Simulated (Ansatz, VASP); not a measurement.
Two plane-wave programs on In

INCAR

```
ALGO     = Normal         # electronic algorithm
DIPOL    = 0.5 0.5 0.500
EDIFF    = 1E-6           # SCF threshold, eV
ENCUT    = 520            # plane-wave cutoff, eV
GGA      = PE             # functional
IDIPOL   = 3            
ISIF     = 2              # what is computed and relaxed
ISMEAR   = -1             # smearing method
LASPH    = T              # aspherical terms in the spheres
LCHARG   = F              # write CHGCAR
LDIPOL   = T            
LREAL    = F              # projectors in reciprocal space
LWAVE    = F              # write WAVECAR
NBANDS   = 34             # bands
NELM     = 80             # most SCF steps
PREC     = Accurate       # precision mode
SIGMA    = 0.05           # smearing width, eV
```

KPOINTS

```
k-points
0
Gamma
  9 9 1
```

POSCAR

```
In
1.0
    3.3392736332      0.0000000000      0.0000000000
   -1.6696368166      2.8918957965      0.0000000000
    0.0000000000      0.0000000000     23.2074632500
In
4
Direct
    0.6666666667      0.3333333333      0.3231719003
    0.3333333333      0.6666666667      0.4413060572
    0.6666666667      0.3333333333      0.5586939428
    0.3333333333      0.6666666667      0.6768280997
```

input.yaml

```yaml
crystal:
  lattice:
    - [3.3392736332, 0.0, 0.0]
    - [-1.6696368166, 2.8918957965, 0.0]
    - [0.0, 0.0, 23.20746325]
  atoms:
    - { symbol: In, position: [0.6666666667, 0.3333333333, 0.3231719003] }
    - { symbol: In, position: [0.3333333333, 0.6666666667, 0.4413060572] }
    - { symbol: In, position: [0.6666666667, 0.3333333333, 0.5586939428] }
    - { symbol: In, position: [0.3333333333, 0.6666666667, 0.6768280997] }
hamiltonian:
  xc: pbe
  pseudopotentials: { kind: paw }
kpoints:
  mp_grid: { grid: [9, 9, 1] }
scf:
  occupations: { method: fermi_dirac, width: 0.05 }
output:
  forces: true
  eigenvalues: true
efield:
  axis: 3
  dipole_correction: true
  ramp_width: 0.04
```

Alike in both runs: task single point; functional PBE; k mesh 9 × 9 × 1; occupations fermi-dirac, width 0.05 eV; no spin polarisation.

|  | VASP | Ansatz |
| --- | --- | --- |
| version | VASP 6.6.1 | Ansatz 0.2.0 |
| potentials or method | VASP PAW PBE potentials, release 64 (In_d) | Ansatz PAW |
| plane-wave cutoff (eV) | 520 | 420 |
| valence electrons in the cell | 52 | 52 |

|  | VASP | Ansatz | Ansatz less VASP |
| --- | --- | --- | --- |
| gap on the k mesh at the Fermi level (eV) | none | none | - |
| rms of the force components (eV/Å) | 0.056 | 0.056 | 0.0000 |

Atom by atom the forces differ by 0.000 eV/Å (rms over components). A gap of «none» marks a metal or a gap that the smearing closes.
